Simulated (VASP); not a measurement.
# HfN (Fm-3m) in VASP: a series of runs

HfN is run at these levels: PBE; tasks: single point.

Everything below comes from runs of VASP 6.6.1. Logs are shortened: lines on timing, memory, paths and dates and some standing lists are left out, and cuts for length are marked.

**1. The cell of the first run**

It takes space group Fm-3m (No. 225, cubic). Conventional cell: a = 4.420 Å, b = 4.420 Å, c = 4.420 Å, α = 90.00°, β = 90.00°, γ = 90.00°. Within 2.9 Å of Hf (site symmetry m-3m) lie 6 N at 2.21 Å. Within 2.9 Å of N (site symmetry m-3m) lie 6 Hf at 2.21 Å.

**2. Single point, PBE**

The input, INCAR:

```
  ALGO = Normal
  EDIFF = 1E-6
  ENCUT = 520
  GGA = PE
  ISIF = 2
  ISMEAR = 0
  LASPH = True
  LCHARG = False
  LREAL = False
  LWAVE = False
  NBANDS = 14
  NELM = 60
  PREC = Accurate
  SIGMA = 0.1
```

The input, KPOINTS:

```
k-points
0
Gamma
  11 11 11
```

The input, POSCAR:

```
HfN
1.0
    0.0000000000      2.2099462613      2.2099462613
    2.2099462613      0.0000000000      2.2099462613
    2.2099462613      2.2099462613      0.0000000000
Hf N
1 1
Direct
    0.0000000000      0.0000000000      0.0000000000
    0.5000000000      0.5000000000      0.5000000000
```

Potentials or basis: VASP PAW PBE potentials, release 64 (Hf_pv, N).

Command:

```console
cat potpaw_PBE.64/Hf_pv/POTCAR potpaw_PBE.64/N/POTCAR > POTCAR
mpirun -np 1 vasp_std > vasp.out
```

OUTCAR:

```text
EDIFF = 1E-6
   ENCUT = 520
   GGA = PE
   ISIF = 2
   ISMEAR = 0
   LASPH = True
   LREAL = False
   NELM = 60
   PREC = Accurate

 ion  position               nearest neighbor table
   1  0.000  0.000  0.000-   2 2.21   2 2.21   2 2.21   2 2.21   2 2.21   2 2.21
   2  0.500  0.500  0.500-   1 2.21   1 2.21   1 2.21   1 2.21   1 2.21   1 2.21

  LATTYP: Found a face centered cubic cell.
 ALAT       =     4.4198925226

  Lattice vectors:

 A1 = (   0.0000000000,   2.2099462613,   2.2099462613)
 A2 = (   2.2099462613,   0.0000000000,   2.2099462613)
 A3 = (   2.2099462613,   2.2099462613,   0.0000000000)

Analysis of symmetry for initial positions (statically):
=====================================================================
 Subroutine PRICEL returns:
 Original cell was already a primitive cell.

 Routine SETGRP: Setting up the symmetry group for a
 face centered cubic supercell.

 Subroutine GETGRP returns: Found 48 space group operations
 (whereof 48 operations were pure point group operations)
 out of a pool of 48 trial point group operations.

The static configuration has the point symmetry O_h .

Analysis of symmetry for dynamics (positions and initial velocities):
=====================================================================
 Subroutine PRICEL returns:
 Original cell was already a primitive cell.

 Routine SETGRP: Setting up the symmetry group for a
 face centered cubic supercell.

 Subroutine GETGRP returns: Found 48 space group operations
 (whereof 48 operations were pure point group operations)
 out of a pool of 48 trial point group operations.

The dynamic configuration has the point symmetry O_h .

 Subroutine INISYM returns: Found 48 space group operations
 (whereof 48 operations are pure point group operations),
 and found     1 'primitive' translations

----------------------------------------------------------------------------------------

                                     Primitive cell

  volume of cell :      21.5861

  direct lattice vectors                    reciprocal lattice vectors
     0.000000000  2.209946261  2.209946261    -0.226249845  0.226249845  0.226249845
     2.209946261  0.000000000  2.209946261     0.226249845 -0.226249845  0.226249845
     2.209946261  2.209946261  0.000000000     0.226249845  0.226249845 -0.226249845

  length of vectors
     3.125335975  3.125335975  3.125335975     0.391876227  0.391876227  0.391876227

  position of ions in fractional coordinates (direct lattice)
     0.000000000  0.000000000  0.000000000
     0.500000000  0.500000000  0.500000000

  ion indices of the primitive-cell ions
   primitive index   ion index
                 1           1
                 2           2

----------------------------------------------------------------------------------------

 KPOINTS: k-points

Automatic generation of k-mesh.
 Grid dimensions read from file:
 generate k-points for:   11   11   11

 Generating k-lattice:

  Cartesian coordinates                     Fractional coordinates (reciprocal lattice)
    -0.020568168  0.020568168  0.020568168     0.090909091  0.000000000  0.000000000
     0.020568168 -0.020568168  0.020568168     0.000000000  0.090909091  0.000000000
     0.020568168  0.020568168 -0.020568168     0.000000000  0.000000000  0.090909091

  Length of vectors
     0.035625112  0.035625112  0.035625112

  Shift w.r.t. Gamma in fractional coordinates (k-lattice)
     0.000000000  0.000000000  0.000000000

 Subroutine IBZKPT returns following result:
 ===========================================

 Found     56 irreducible k-points:

 Following reciprocal coordinates:
            Coordinates               Weight
  0.000000  0.000000  0.000000      1.000000
  0.090909  0.000000  0.000000      8.000000
  0.181818  0.000000  0.000000      8.000000
  0.272727  0.000000  0.000000      8.000000
  0.363636  0.000000  0.000000      8.000000
  0.454545  0.000000  0.000000      8.000000
[... 16 lines left out ...]
 -0.272727  0.181818  0.000000     24.000000
 -0.181818  0.181818  0.000000     12.000000
 [... further k-points ...]
   k-points           NKPTS =     56   k-points in BZ     NKDIM =     56   number of bands    NBANDS=     14
   number of dos      NEDOS =    301   number of ions     NIONS =      2
   total plane-waves  NPLWV =  13824
   dimension x,y,z NGX =    24 NGY =   24 NGZ =   24
   dimension x,y,z NGXF=    48 NGYF=   48 NGZF=   48
   ions per type =               1   1
   NGX,Y,Z   is equivalent  to a cutoff of  12.77, 12.77, 12.77 a.u.
   NGXF,Y,Z  is equivalent  to a cutoff of  25.53, 25.53, 25.53 a.u.
 SYSTEM =  unknown system
   PREC   = accura    normal or accurate (medium, high low for compatibility)
   ISTART =      0    job   : 0-new  1-cont  2-samecut
   ICHARG =      2    charge: 1-file 2-atom 10-const
   ISPIN  =      1    spin polarized calculation?
   LNONCOLLINEAR =      F non collinear calculations
   LSORBIT =      F    spin-orbit coupling
   LASPH  =      T    aspherical Exc in radial PAW
   ENCUT  =  520.0 eV  38.22 Ry    6.18 a.u.   5.81  5.81  5.81*2*pi/ulx,y,z
   NELM   =     60;   NELMIN=  2; NELMDL= -5     # of ELM steps
   EDIFF  = 0.1E-05   stopping-criterion for ELM
   LREAL  =      F    real-space projection
   EDIFFG = 0.1E-04   stopping-criterion for IOM
   NSW    =      0    number of steps for IOM
   IBRION =     -1    ionic relax: 0-MD 1-quasi-New 2-CG
   NFREE  =      0    steps in history (QN), initial steepest desc. (CG)
   ISIF   =      2    stress and relaxation
   ISYM   =      2    0-nonsym 1-usesym 2-fastsym
   POTIM  = 0.5000    time-step for ionic-motion
   TEBEG  =    0.0;   TEEND  =   0.0 temperature during run
   PSTRESS=    0.0 pullay stress
   NELECT =      15.0000    total number of electrons
   NUPDOWN=      -1.0000    fix difference up-down
   EMIN   =  10.00;   EMAX   =-10.00  energy-range for DOS
   EFERMI =   0.00;   METHOD = LEGACY
   ISMEAR =     0;   SIGMA  =   0.10  broadening in eV -4-tet -1-fermi 0-gaus
   EFERMI_NEDOS =   21; number of points for ismear=-14 and -15
   IALGO  =     38    algorithm
   IMIX   =      4    mixing-type and parameters
     AMIX     =   0.40;   BMIX     =  1.00
     AMIX_MAG =   1.60;   BMIX_MAG =  1.00
  volume/ion in A,a.u.               =      10.79        72.84
  Fermi-wavevector in a.u.,A,eV,Ry     =   1.450041  2.740180 28.607857  2.102618
  Thomas-Fermi vector in A             =   2.567698
   LORBIT       =      0    0 simple, 1 ext, 2 COOP (PROOUT), +10 PAW based schemes
   GGA     = PE    functional components
   LHFCALC =     F    Hartree Fock is set to
   AEXX    =    0.0000 exact exchange contribution
   IVDW    =     0    specifies the selected vdW correction
   LEPSILON=     F    determine dielectric tensor
   LRPA    =     F    only Hartree local field effects (RPA)
 non-spin polarized calculation
 Gauss-broadening in eV      SIGMA  =   0.10
  energy-cutoff  :      520.00
  volume of cell :       21.59
 maximum number of plane-waves:       595
   NGX = 11   NGY = 11   NGZ = 11

 number of electron      15.0000002 magnetization

 Free energy of the ion-electron system (eV)
  ---------------------------------------------------
  ext. energy  EPLUGINS =         0.00000000
  ---------------------------------------------------
  free energy    TOTEN  =       -21.62835064 eV

  energy without entropy =      -21.62443517  energy(sigma->0) =      -21.62639290

 E-fermi :   8.9260     XC(G=0): -13.0824

 val. band max:        8.9225144180   @ k =   0.4545   0.1818   0.0000
 cond. band min:       8.9615759203   @ k =  -0.0909   0.0909   0.0000
 fundamental gap:      0.0390615023
 Fermi energy:         8.9259720609

 k-point     1 :       0.0000    0.0000    0.0000
  band No.  band energies     occupation
      1     -21.9067      2.00000
      2     -21.9067      2.00000
      3     -21.9067      2.00000
      4      -8.9159      2.00000
      5       5.8823      2.00000
      6       5.8823      2.00000
      7       5.8823      2.00000
      8       8.5962      2.00000
      9       8.5962      2.00000
     10       8.5962      2.00000
     11      11.1153      0.00000
     12      11.1153      0.00000
     13      11.4372      0.00000
     14      18.7088      0.00000

 k-point     2 :       0.0909    0.0000    0.0000
  band No.  band energies     occupation
      1     -22.0158      2.00000
      2     -21.9152      2.00000
      3     -21.9152      2.00000
      4      -8.6966      2.00000
      5       5.0736      2.00000
      6       5.3759      2.00000
      7       5.3759      2.00000
      8       8.8224      1.85706
      9       8.8925      1.36411
     10       8.8925      1.36411
     11      11.7943      0.00000
     12      11.7943      0.00000
     13      12.0140      0.00000
     14      19.4020      0.00000

 k-point     3 :       0.1818    0.0000    0.0000
  band No.  band energies     occupation
      1     -22.2960      2.00000
      2     -21.9378      2.00000
      3     -21.9378      2.00000
      4      -8.1004      2.00000
      5       3.5181      2.00000
      6       4.4055      2.00000
      7       4.4055      2.00000
      8       9.1942      0.00015
      9       9.6379      0.00000
     10       9.6379      0.00000
     11      13.2988      0.00000
     12      13.3737      0.00000
     13      13.3737      0.00000
     14      21.1608      0.00000
[... 324 lines left out ...]
 k-point    23 :      -0.2727    0.1818    0.0000
  band No.  band energies     occupation
      1     -22.7891      2.00000
      2     -22.2488      2.00000
      3     -21.9888      2.00000
      4      -6.6555      2.00000
      5       0.9804      2.00000
      6       2.8129      2.00000
      7       3.5494      2.00000
      8      10.4862      0.00000
      9      11.0423      0.00000
     10      12.8773      0.00000
     11      13.8423      0.00000
     12      16.8000      0.00000
     13      18.1815      0.00000
     14      21.4553      0.00000

 k-point    24 :      -0.1818    0.1818    0.0000
  band No.  band energies     occupation
      1     -22.6005      2.00000
      2     -22.1579      2.00000
      3     -21.9475      2.00000
      4      -7.1821      2.00000
      5       1.7245      2.00000
      6       3.1586      2.00000
      7       4.0277      2.00000
      8       9.8942      0.00000
      9      10.1228      0.00000
     10      12.3834      0.00000
     11      12.6410      0.00000
     12      15.7720      0.00000
     13      16.8038      0.00000
     14      21.4967      0.00000

 [... further k-points ...]

------------------------ aborting loop because EDIFF is reached ----------------------------------------

  FORCE on cell =-STRESS in cart. coord.  units (eV):
  Direction    XX          YY          ZZ          XY          YZ          ZX
  --------------------------------------------------------------------------------------
  -------------------------------------------------------------------------------------
  Total        3.3126335      3.3126335      3.3126335      0.0000000      0.0000000      0.0000000
  in kB      245.8718691    245.8718691    245.8718691      0.0000000      0.0000000      0.0000000
  external PRESSURE =     245.8718691 kB  Pullay stress =       0.0000000 kB

 VOLUME and BASIS-vectors are now :
 -----------------------------------------------------------------------------
  energy-cutoff  :      520.00
  volume of cell :       21.59
      direct lattice vectors                 reciprocal lattice vectors
     0.000000000  2.209946261  2.209946261    -0.226249845  0.226249845  0.226249845
     2.209946261  0.000000000  2.209946261     0.226249845 -0.226249845  0.226249845
     2.209946261  2.209946261  0.000000000     0.226249845  0.226249845 -0.226249845

 POSITION                                       TOTAL-FORCE (eV/Angst)
 -----------------------------------------------------------------------------------
      0.00000      0.00000      0.00000         0.000000     -0.000000     -0.000000
      2.20995      2.20995      2.20995        -0.000000      0.000000      0.000000
 -----------------------------------------------------------------------------------
    total drift:                                0.000000     -0.000000     -0.000000

  FREE ENERGIE OF THE ION-ELECTRON SYSTEM (eV)
  ---------------------------------------------------
  free  energy   TOTEN  =       -21.6283506369 eV

  energy  without entropy=      -21.6244351681  energy(sigma->0) =      -21.62639290
```

It took 26 s on 1 thread of Intel Xeon 6975P-C, shared host; peak memory 0.15 GiB.

Results:

* Free energy: -21.6284 eV
* Pressure: 24.6 GPa

Levels at points of the mesh, in eV from the Fermi level:
| k point | band 5 | band 6 | band 7 | band 8 | band 9 | band 10 | band 11 | band 12 |
| --- | --- | --- | --- | --- | --- | --- | --- | --- |
| (0.00, 0.00, 0.00) | -3.04 | -3.04 | -3.04 | -0.33 | -0.33 | -0.33 | 2.19 | 2.19 |

Caveat: spin-orbit coupling is left out, which moves the levels of the heavy elements.

(Part 1 of 2 ends here.)
